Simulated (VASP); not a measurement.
The system is CuO.

```xyz
2
Lattice="0.0000 2.1166 2.1166 2.1166 0.0000 2.1166 2.1166 2.1166 0.0000" Properties=species:S:1:pos:R:3 pbc="T T T"
Cu    1.9814    1.9843    0.1219
O     2.2518    2.2488    1.9946
```

* Program: VASP 6.6.1
* Task: relaxation of cell and atoms
* Functional: RPBE
* Potentials or basis: VASP PAW PBE potentials, release 64 (Cu, O)
* Cutoff: 600 eV
* k mesh: 11 × 11 × 11
* Occupations: fermi-dirac, width 0.05 eV
* Spin: no spin polarisation

At the start: pressure 25.0 GPa; volume 9.48 Å³/atom.

**Question.** Where does the relaxation end?

**Answer.** Over 29 steps the energy falls by 235.1 meV/atom and the volume is 9.89 Å³/atom (+4.3 %); space group R3m (No. 160, to 0.1 Å) before, Fm-3m (No. 225, to 0.1 Å).

Step by step:
```csv
step,energy change (eV),largest force (eV/Å),pressure (GPa),volume (Å³)
1,0.0000,1.1251,24.98,18.96
2,-0.1577,0.2969,-11.98,23.31
3,-0.2242,0.5391,-2.28,21.56
4,-0.2618,0.7035,-2.91,21.32
5,-0.3899,0.6258,-3.67,20.63
6,-0.3898,0.7228,6.26,19.27
7,-0.4505,0.1890,-1.62,20.03
8,-0.4536,0.0512,-0.43,19.85
9,-0.4537,0.0629,-0.72,19.89
10,-0.4629,0.1137,2.37,19.52
11,-0.4630,0.1040,2.24,19.54
12,-0.4682,0.1054,-1.08,19.95
13,-0.4684,0.1037,-0.47,19.88
14,-0.4698,0.0368,0.06,19.80
15,-0.4699,0.0185,0.21,19.77
16,-0.4699,0.0173,0.00,19.77
17,-0.4699,0.0161,0.30,19.77
18,-0.4699,0.0167,0.51,19.77
19,-0.4698,0.0291,-0.64,19.88
20,-0.4700,0.0135,-0.05,19.81
21,-0.4701,0.0048,-0.04,19.81
22,-0.4702,0.0190,0.01,19.80
23,-0.4702,0.0148,0.02,19.80
24,-0.4702,0.0115,0.01,19.80
25,-0.4702,0.0131,0.05,19.80
26,-0.4702,0.0143,0.04,19.80
27,-0.4702,0.0055,-0.11,19.81
28,-0.4702,0.0029,-0.15,19.82
29,-0.4702,0.0052,0.10,19.78
```

Final structure:
```xyz
2
Lattice="0.0004 2.1471 2.1472 2.1483 0.0005 2.1471 2.1462 2.1454 0.0008" Properties=species:S:1:pos:R:3 pbc="T T T"
Cu    0.0003    0.0002    0.0004
O     2.1471    2.1464    2.1472
```

Caveat: the PAW data sets were made with another functional, which shifts forces and pressure a little; an odd number of electrons without spin polarisation forces a metal; a magnetic or distorted state may lie lower.
